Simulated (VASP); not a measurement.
# TiCo (Pm-3m) in VASP: notebook, part 3 of 3

VASP 6.6.1.

## Step 4: Single point, PBEsol+D3(BJ), collinear spin, ferromagnetic start

Input file INCAR:

```
SYSTEM = TiCo
PREC = Accurate ; ENCUT = 600
EDIFF = 1E-6 ; ISMEAR = 1
SIGMA = 0.1 ; LREAL = .FALSE.
LASPH = .TRUE. ; NELM = 200
ALGO = Normal ; ISIF = 2
LWAVE = .FALSE. ; LCHARG = .TRUE.
ISPIN = 2 ; MAGMOM = 0.78 2.05
LORBIT = 11 ; NUPDOWN = 3.0
LMAXMIX = 4 ; GGA = PS
IVDW = 12 ; LELF = .TRUE.
LVHAR = .TRUE. ; NBANDS = 22
GGA_COMPAT = .FALSE.
```

Input file KPOINTS:

```
regular mesh
0
G
  5 5 5
  0 0 0
```

Input file POSCAR:

```
TiCo
1.0
    2.9861110000      0.0000000000      0.0000000000
    0.0000000000      2.9861110000      0.0000000000
    0.0000000000      0.0000000000      2.9861110000
Ti Co
1 1
Direct
    0.0000000000      0.0000000000      0.0000000000
    0.5000000000      0.5000000000      0.5000000000
```

Potentials or basis: VASP PAW PBE potentials, release 64 (Ti_sv, Co).

Run with:

```bash
$ cat potpaw_PBE.64/Ti_sv/POTCAR potpaw_PBE.64/Co/POTCAR > POTCAR
$ mpirun -np 1 vasp_std > vasp.out
```

OUTCAR:

```text
SYSTEM = TiCo
   PREC = Accurate
   ENCUT = 600
   EDIFF = 1E-6
   ISMEAR = 1
   LREAL = .FALSE.
   LASPH = .TRUE.
   NELM = 200
   ISIF = 2
   ISPIN = 2
   LORBIT = 11
   NUPDOWN = 3.0
   GGA = PS
   IVDW = 12
 IVDW          = 12

 ion  position               nearest neighbor table
   1  0.000  0.000  0.000-   2 2.59   2 2.59   2 2.59   2 2.59   2 2.59   2 2.59   2 2.59   2 2.59

   2  0.500  0.500  0.500-   1 2.59   1 2.59   1 2.59   1 2.59   1 2.59   1 2.59   1 2.59   1 2.59

  LATTYP: Found a simple cubic cell.
 ALAT       =     2.9861110000

  Lattice vectors:

 A1 = (   2.9861110000,   0.0000000000,   0.0000000000)
 A2 = (   0.0000000000,   2.9861110000,   0.0000000000)
 A3 = (   0.0000000000,   0.0000000000,   2.9861110000)

Analysis of symmetry for initial positions (statically):
=====================================================================
 Subroutine PRICEL returns:
 Original cell was already a primitive cell.

 Routine SETGRP: Setting up the symmetry group for a
 simple cubic supercell.

 Subroutine GETGRP returns: Found 48 space group operations
 (whereof 48 operations were pure point group operations)
 out of a pool of 48 trial point group operations.

The static configuration has the point symmetry O_h .

Analysis of symmetry for dynamics (positions and initial velocities):
=====================================================================
 Subroutine PRICEL returns:
 Original cell was already a primitive cell.

 Routine SETGRP: Setting up the symmetry group for a
 simple cubic supercell.

 Subroutine GETGRP returns: Found 48 space group operations
 (whereof 48 operations were pure point group operations)
 out of a pool of 48 trial point group operations.

The dynamic configuration has the point symmetry O_h .

Analysis of structural, dynamic, and magnetic symmetry:
=====================================================================
 Subroutine PRICEL returns:
 Original cell was already a primitive cell.

 Routine SETGRP: Setting up the symmetry group for a
 simple cubic supercell.

 Subroutine GETGRP returns: Found 48 space group operations
 (whereof 48 operations were pure point group operations)
 out of a pool of 48 trial point group operations.

The overall configuration has the point symmetry O_h .

 Subroutine INISYM returns: Found 48 space group operations
 (whereof 48 operations are pure point group operations),
 and found     1 'primitive' translations

----------------------------------------------------------------------------------------

                                     Primitive cell

  volume of cell :      26.6267

  direct lattice vectors                    reciprocal lattice vectors
     2.986111000  0.000000000  0.000000000     0.334883733  0.000000000  0.000000000
     0.000000000  2.986111000  0.000000000     0.000000000  0.334883733  0.000000000
     0.000000000  0.000000000  2.986111000     0.000000000  0.000000000  0.334883733

  length of vectors
     2.986111000  2.986111000  2.986111000     0.334883733  0.334883733  0.334883733

  position of ions in fractional coordinates (direct lattice)
     0.000000000  0.000000000  0.000000000
     0.500000000  0.500000000  0.500000000

  ion indices of the primitive-cell ions
   primitive index   ion index
                 1           1
                 2           2

[... 51 lines left out ...]
   LNONCOLLINEAR =      F non collinear calculations
   LSORBIT =      F    spin-orbit coupling
   LASPH  =      T    aspherical Exc in radial PAW
   ENCUT  =  600.0 eV  44.10 Ry    6.64 a.u.   5.96  5.96  5.96*2*pi/ulx,y,z
   NELM   =    200;   NELMIN=  2; NELMDL= -5     # of ELM steps
   EDIFF  = 0.1E-05   stopping-criterion for ELM
   LREAL  =      F    real-space projection
   EDIFFG = 0.1E-04   stopping-criterion for IOM
   NSW    =      0    number of steps for IOM
   IBRION =     -1    ionic relax: 0-MD 1-quasi-New 2-CG
   NFREE  =      0    steps in history (QN), initial steepest desc. (CG)
   ISIF   =      2    stress and relaxation
   ISYM   =      2    0-nonsym 1-usesym 2-fastsym
   POTIM  = 0.5000    time-step for ionic-motion
   TEBEG  =    0.0;   TEEND  =   0.0 temperature during run
   PSTRESS=    0.0 pullay stress
   NELECT =      21.0000    total number of electrons
   NUPDOWN=       3.0000    fix difference up-down
   EMIN   =  10.00;   EMAX   =-10.00  energy-range for DOS
   EFERMI =   0.00;   METHOD = LEGACY
   ISMEAR =     1;   SIGMA  =   0.10  broadening in eV -4-tet -1-fermi 0-gaus
   EFERMI_NEDOS =   21; number of points for ismear=-14 and -15
   IALGO  =     38    algorithm
   IMIX   =      4    mixing-type and parameters
     AMIX     =   0.40;   BMIX     =  1.00
     AMIX_MAG =   1.60;   BMIX_MAG =  1.00
  volume/ion in A,a.u.               =      13.31        89.84
  Fermi-wavevector in a.u.,A,eV,Ry     =   1.512546  2.858298 31.127354  2.287796
  Thomas-Fermi vector in A             =   2.622456
   LORBIT       =     11    0 simple, 1 ext, 2 COOP (PROOUT), +10 PAW based schemes
   GGA     = PS    functional components
   LHFCALC =     F    Hartree Fock is set to
   AEXX    =    0.0000 exact exchange contribution
   IVDW    =    12    specifies the selected vdW correction
   LEPSILON=     F    determine dielectric tensor
   LRPA    =     F    only Hartree local field effects (RPA)
 spin polarized calculation
 Methfessel and Paxton  Order N= 1 SIGMA  =   0.10
  energy-cutoff  :      600.00
  volume of cell :       26.63
 maximum number of plane-waves:       904
 NGX is ok and might be reduce to    24
   NGX = 11   NGY = 11   NGZ = 11

 number of electron      20.9999982 magnetization       2.9999348

 Free energy of the ion-electron system (eV)
  ---------------------------------------------------
  ext. energy  EPLUGINS =         0.00000000
  ---------------------------------------------------
  free energy    TOTEN  =       -15.64837898 eV

  energy without entropy =      -15.64558339  energy(sigma->0) =      -15.64744711

 E-fermi :   8.6250     XC(G=0): -12.6997

 val. band max:       10.1314276482   @ k =   0.4000   0.4000   0.0000
 cond. band min:       8.6587218291   @ k =   0.2000   0.0000   0.0000
 fundamental gap:     -1.4727058192
 Fermi energy:        10.1872104876

 spin component 1

 k-point     1 :       0.0000    0.0000    0.0000
  band No.  band energies     occupation
      1     -46.8127      1.00000
      2     -23.0398      1.00000
      3     -23.0398      1.00000
      4     -23.0398      1.00000
      5       1.7092      1.00000
      6       5.1366      1.00000
[... 239 lines left out ...]
     21      21.4181      0.00000
     22      25.2974      0.00000
 Fermi energy:         8.6249812569

 spin component 2

 k-point     1 :       0.0000    0.0000    0.0000
  band No.  band energies     occupation
      1     -46.1141      1.00000
      2     -22.3390      1.00000
      3     -22.3390      1.00000
      4     -22.3390      1.00000
      5       2.4327      1.00000
      6       6.6804      1.00000
[... 239 lines left out ...]
     21      22.1814      0.00000
     22      26.0388      0.00000

------------------------ aborting loop because EDIFF is reached ----------------------------------------

 Edisp (eV)   -1.03517

 E8    (eV) :    -0.7095

  FORCE on cell =-STRESS in cart. coord.  units (eV):
  Direction    XX          YY          ZZ          XY          YZ          ZX
  --------------------------------------------------------------------------------------
  -------------------------------------------------------------------------------------
  Total      -0.26920    -0.26920    -0.26920    -0.00000    -0.00000    -0.00000
  in kB     -16.19814   -16.19814   -16.19814    -0.00000    -0.00000    -0.00000
  external pressure =      -16.20 kB  Pullay stress =        0.00 kB

 VOLUME and BASIS-vectors are now :
 -----------------------------------------------------------------------------
  energy-cutoff  :      600.00
  volume of cell :       26.63
      direct lattice vectors                 reciprocal lattice vectors
     2.986111000  0.000000000  0.000000000     0.334883733  0.000000000  0.000000000
     0.000000000  2.986111000  0.000000000     0.000000000  0.334883733  0.000000000
     0.000000000  0.000000000  2.986111000     0.000000000  0.000000000  0.334883733

 POSITION                                       TOTAL-FORCE (eV/Angst)
 -----------------------------------------------------------------------------------
      0.00000      0.00000      0.00000         0.000000      0.000000      0.000000
      1.49306      1.49306      1.49306         0.000000      0.000000      0.000000
 -----------------------------------------------------------------------------------
    total drift:                                0.000000      0.000000     -0.000000

  FREE ENERGIE OF THE ION-ELECTRON SYSTEM (eV)
  ---------------------------------------------------
  free  energy   TOTEN  =       -16.6835516736 eV

  energy  without entropy=      -16.6807560854  energy(sigma->0) =      -16.68261981

 total charge

# of ion       s       p       d       tot
------------------------------------------
    1        2.241   6.163   1.968  10.373
    2        0.538   0.456   7.240   8.234
--------------------------------------------------
tot          2.779   6.619   9.209  18.607

 magnetization (x)

# of ion       s       p       d       tot
------------------------------------------
    1        0.008   0.063   0.707   0.779
    2        0.045   0.145   1.680   1.870
--------------------------------------------------
tot          0.053   0.208   2.387   2.649
```

stdout:

```text
POSCAR found type information on POSCAR TiCo
 POSCAR found :  2 types and       2 ions
 scaLAPACK will be used
 -----------------------------------------------------------------------------
|                                                                             |
|                                                                             |
|     You enforced a specific xc type in the INCAR file but a different       |
|     I HOPE YOU KNOW WHAT YOU ARE DOING!                                     |
|                                                                             |
 -----------------------------------------------------------------------------

 LDA part: xc-table for (Slater+PW92), standard interpolation
 POSCAR, INCAR and KPOINTS ok, starting setup
 FFT: planning ... GRIDC
 FFT: planning ... GRID_SOFT
 FFT: planning ... GRID
 WAVECAR not read
 entering main loop
```

Run time: 7.7 s. Hardware: 1 thread of Intel Xeon 6975P-C (Granite Rapids), shared host; peak memory 0.16 GiB.

Results:

- Free energy: -16.6836 eV
- Pressure: -1.6 GPa
- Net moment: 3.00 μB per cell
- Site moments: Ti +0.78; Co +1.87 μB
- Valence electrons inside the program's atomic spheres: Ti 10.37; Co 8.23
- Dispersion energy per atom: -0.518 eV

Caveat: the k points lie up to 0.42 Å⁻¹ apart; the PAW data sets were made with another functional, which shifts forces and pressure a little; the total moment is fixed, so each spin has its own Fermi level and the state may be an excited one.

## Step 5: The runs side by side

| fixed moment (μB) | pressure (GPa) | moment (μB) |
| --- | --- | --- |
| 2.0 | -8.9 | 2.00 |
| 2.5 | -6.0 | 2.50 |
| 3.0 | -1.6 | 3.00 |

Alike in all rows: task single point; level PBEsol+D3(BJ); potentials or basis VASP PAW PBE potentials, release 64 (Ti_sv, Co); spin collinear, ferromagnetic start; cell as given; k mesh 5 × 5 × 5; cutoff (eV) 600; smearing methfessel-paxton 0.1 eV.

Caveats: all runs use coarse meshes; the PAW data sets were made with another functional, which shifts forces and pressure a little; the total moment is fixed, so each spin has its own Fermi level and the state may be an excited one.

Absolute energies hang on the potentials; compare differences alone.
